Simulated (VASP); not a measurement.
# NaH in VASP: notebook, part 2 of 2

VASP 6.6.1. The steps go on from the part before.

### Step 4. Single point, HSE06 (strain +1.0%)

POSCAR reads:

```
NaH
1.0
    0.0000000000      2.4214874114      2.4214874114
    2.4214874114      0.0000000000      2.4214874114
    2.4214874114      2.4214874114      0.0000000000
Na H
1 1
Direct
    0.0000000000      0.0000000000      0.0000000000
    0.5000000000      0.5000000000      0.5000000000
```

INCAR.step1 reads:

```
PREC = Accurate ; ENCUT = 520
EDIFF = 1E-5 ; ISMEAR = 0
SIGMA = 0.01 ; LREAL = False
LASPH = True ; NELM = 80
ALGO = Normal ; ISIF = 2
LWAVE = True ; LCHARG = False
GGA = PE ; NBANDS = 11
```

INCAR.step2 reads:

```
PREC = Accurate ; ENCUT = 520
EDIFF = 1E-6 ; ISMEAR = 0
SIGMA = 0.01 ; LREAL = False
LASPH = True ; NELM = 80
ALGO = Normal ; ISIF = 2
LWAVE = False ; LCHARG = False
GGA = PE ; LHFCALC = True
HFSCREEN = 0.2079 ; PRECFOCK = Normal
ISTART = 1 ; NBANDS = 11
```

KPOINTS reads:

```
regular mesh
0
Gamma
  6 6 6
```

Potentials or basis: VASP PAW PBE potentials, release 64 (Na_pv, H).

Started as:

```bash
cat potpaw_PBE.64/Na_pv/POTCAR potpaw_PBE.64/H/POTCAR > POTCAR
cp INCAR.step1 INCAR
mpirun -np 1 vasp_std > vasp.out
cp INCAR.step2 INCAR
mpirun -np 1 vasp_std > vasp.out
```

OUTCAR:

```text
PREC = Accurate
   ENCUT = 520
   EDIFF = 1E-6
   ISMEAR = 0
   LREAL = False
   LASPH = True
   NELM = 80
   ISIF = 2
   GGA = PE
   LHFCALC = True
   HFSCREEN = 0.2079
   PRECFOCK = Normal
   ISTART = 1

 ion  position               nearest neighbor table
   1  0.000  0.000  0.000-
   2  0.500  0.500  0.500-

  LATTYP: Found a face centered cubic cell.
 ALAT       =     4.8429748228

  Lattice vectors:

 A1 = (   0.0000000000,   2.4214874114,   2.4214874114)
 A2 = (   2.4214874114,   0.0000000000,   2.4214874114)
 A3 = (   2.4214874114,   2.4214874114,   0.0000000000)

Analysis of symmetry for initial positions (statically):
=====================================================================
 Subroutine PRICEL returns:
 Original cell was already a primitive cell.

 Routine SETGRP: Setting up the symmetry group for a
 face centered cubic supercell.

 Subroutine GETGRP returns: Found 48 space group operations
 (whereof 48 operations were pure point group operations)
 out of a pool of 48 trial point group operations.

[... 169 lines left out ...]
 k-point     1 :       0.0000    0.0000    0.0000
  band No.  band energies     occupation
      1     -26.2818      2.00000
      2     -26.2818      2.00000
      3     -26.2818      2.00000
      4      -5.8025      2.00000
      5      10.0326      0.00000
      6      15.0635      0.00000
      7      15.0635      0.00000
      8      15.0635      0.00000
      9      16.0531      0.00000
     10      16.0531      0.00000
     11      16.0531      0.00000
[... 197 lines left out ...]
 k-point    16 :      -0.3333    0.5000    0.1667
  band No.  band energies     occupation
      1     -26.3449      2.00000
      2     -26.3217      2.00000
      3     -26.3122      2.00000
      4      -1.9173      2.00000
      5       4.4244      0.00000
      6       6.3811      0.00000
      7       8.0813      0.00000
      8      14.4041      0.00000
      9      14.6631      0.00000
     10      20.4501      0.00000
     11      20.4808      0.00000

------------------------ aborting loop because EDIFF is reached ----------------------------------------

  FORCE on cell =-STRESS in cart. coord.  units (eV):
  Direction    XX          YY          ZZ          XY          YZ          ZX
  --------------------------------------------------------------------------------------
  -------------------------------------------------------------------------------------
  Total       -0.0952605     -0.0952605     -0.0952605     -0.0000000     -0.0000000     -0.0000000
  in kB       -5.3746095     -5.3746095     -5.3746095     -0.0000000     -0.0000000     -0.0000000
  external PRESSURE =      -5.3746095 kB  Pullay stress =       0.0000000 kB

 VOLUME and BASIS-vectors are now :
 -----------------------------------------------------------------------------
  energy-cutoff  :      520.00
  volume of cell :       28.40
      direct lattice vectors                 reciprocal lattice vectors
     0.000000000  2.421487411  2.421487411    -0.206484658  0.206484658  0.206484658
     2.421487411  0.000000000  2.421487411     0.206484658 -0.206484658  0.206484658
     2.421487411  2.421487411  0.000000000     0.206484658  0.206484658 -0.206484658

 POSITION                                       TOTAL-FORCE (eV/Angst)
 -----------------------------------------------------------------------------------
      0.00000      0.00000      0.00000        -0.000000     -0.000000     -0.000000
      2.42149      2.42149      2.42149         0.000000      0.000000      0.000000
 -----------------------------------------------------------------------------------
    total drift:                               -0.000001     -0.000001     -0.000001

  FREE ENERGIE OF THE ION-ELECTRON SYSTEM (eV)
  ---------------------------------------------------
  free  energy   TOTEN  =        -5.7621409084 eV

  energy  without entropy=       -5.7621409084  energy(sigma->0) =       -5.76214091
```

It took 8.5 min on 1 thread of Oxide Virtual Turin-like, shared host; peak memory 0.22 GiB.

What came out:

* Free energy: -5.7621 eV
* Pressure: -0.5 GPa
* Band gap on the k mesh: 4.83 eV (least direct gap 5.73 eV)

Levels at points of the mesh, in eV from the valence-band top:
```
           k point  band 1  band 2  band 3  band 4  band 5  band 6  band 7  band 8
(0.00, 0.00, 0.00)  -24.36  -24.36  -24.36   -3.89   11.95   16.98   16.98   16.98
(0.50, 0.00, 0.00)  -24.45  -24.37  -24.37   -0.90    4.83   12.15   14.78   14.78
(0.50, 0.50, 0.00)  -24.44  -24.39  -24.39   -0.13    5.69   11.27   11.98   11.98
```

Caveat: the cell differs from its parent crystal (strain +1.0%); the structure was generated, so it needn't be the stable form of NaH; the PAW data sets were made with another functional, which shifts forces and pressure a little. A k mesh can miss the band edges.

### Step 5. The runs side by side

| level | cell | k mesh | grid for exact exchange (PRECFOCK) | share of exact exchange | screening parameter | gap on the mesh (eV) | pressure (GPa) |
| --- | --- | --- | --- | --- | --- | --- | --- |
| r2SCAN | a = 3.391, b = 3.391, c = 3.382 Å, angles 60.1, 60.1, 60.2°, 2 atoms | 10 × 10 × 10 | - | - | - | 4.41 | -0.3 |
| HSE06 | a = 3.391 Å, angles 60.0°, 2 atoms | 6 × 6 × 6 | Normal | 0.25 | 0.2079 1/Å | 4.89 | 0.2 |
| HSE06 | a = 3.425 Å, angles 60.0°, 2 atoms | 6 × 6 × 6 | Normal | 0.25 | 0.2079 1/Å | 4.83 | -0.5 |

Alike in all rows: task single point; potentials or basis VASP PAW PBE potentials, release 64 (Na_pv, H); no spin polarisation; cutoff (eV) 520; smearing gaussian 0.01 eV.

Caveats: the structure was generated, so it needn't be the stable form of NaH; the PAW data sets were made with another functional, which shifts forces and pressure a little.

Absolute energies hang on the potentials; compare differences alone.
